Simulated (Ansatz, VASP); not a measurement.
**CaO: VASP beside Ansatz**

The input INCAR:

```
PREC = Accurate ; ENCUT = 600
EDIFF = 1E-7 ; ISMEAR = 0
SIGMA = 0.02 ; LREAL = False
LASPH = True ; NELM = 120
ALGO = Normal ; ISIF = 3
LWAVE = False ; LCHARG = False
GGA = PE ; IVDW = 12
IBRION = 2 ; NSW = 100
EDIFFG = -0.01 ; GGA_COMPAT = False
NELMIN = 4
```

File KPOINTS:

```
regular mesh
0
Gamma
  8 8 8
```

The input POSCAR:

```
CaO
1.0
    0.0000000000      2.4035556300      2.4035556300
    2.4035556300      0.0000000000      2.4035556300
    2.4035556300      2.4035556300      0.0000000000
Ca O
1 1
Direct
    0.0000000000      0.0000000000      0.0000000000
    0.5000000000      0.5000000000      0.5000000000
```

Input for Ansatz:

```yaml
crystal:
  lattice:
    - [0.0, 2.40355563, 2.40355563]
    - [2.40355563, 0.0, 2.40355563]
    - [2.40355563, 2.40355563, 0.0]
  atoms:
    - { symbol: Ca, position: [0.0, 0.0, 0.0] }
    - { symbol: O, position: [0.5, 0.5, 0.5] }
basis:
  ecutwfc: 420
kpoints:
  mp_grid: { grid: [8, 8, 8] }
hamiltonian:
  xc: pbe
  dispersion: d3bj
scf:
  occupations: { method: gaussian, width: 0.02 }
output:
  forces: true
  stress: true
  eigenvalues: true
  write_density: true
  write_potential: true
  elf: true
  volumetric_format: npy
relax:
  adjacent_minimum: "off"
  f_tol: 0.01
  max_steps: 80
  cell: { stress_tol: 0.05 }
```

Alike in both runs: task relaxation of cell and atoms; functional PBE; dispersion D3(BJ); k mesh 8 × 8 × 8; occupations gaussian, width 0.02 eV; no spin polarisation.

|  | VASP | Ansatz |
| --- | --- | --- |
| version | VASP 6.6.1 | Ansatz 0.2.0 |
| potentials or method | VASP PAW PBE potentials, release 64 (Ca_sv, O), cutoff 600 eV | scalar-relativistic, plane waves, PAW |
| valence electrons in the cell | 16 | 16 |

VASP gave:

* gap on the k mesh at the Fermi level, each at its own relaxed structure (eV): 3.63
* relaxed volume (Å³/atom): 13.74
* relaxed cell length with the largest relative difference (Å): 3.387

Question: Which values does Ansatz return?

Answer: gap on the k mesh at the Fermi level, each at its own relaxed structure (eV): 3.65; relaxed volume (Å³/atom): 13.68; relaxed cell length with the largest relative difference (Å): 3.382.
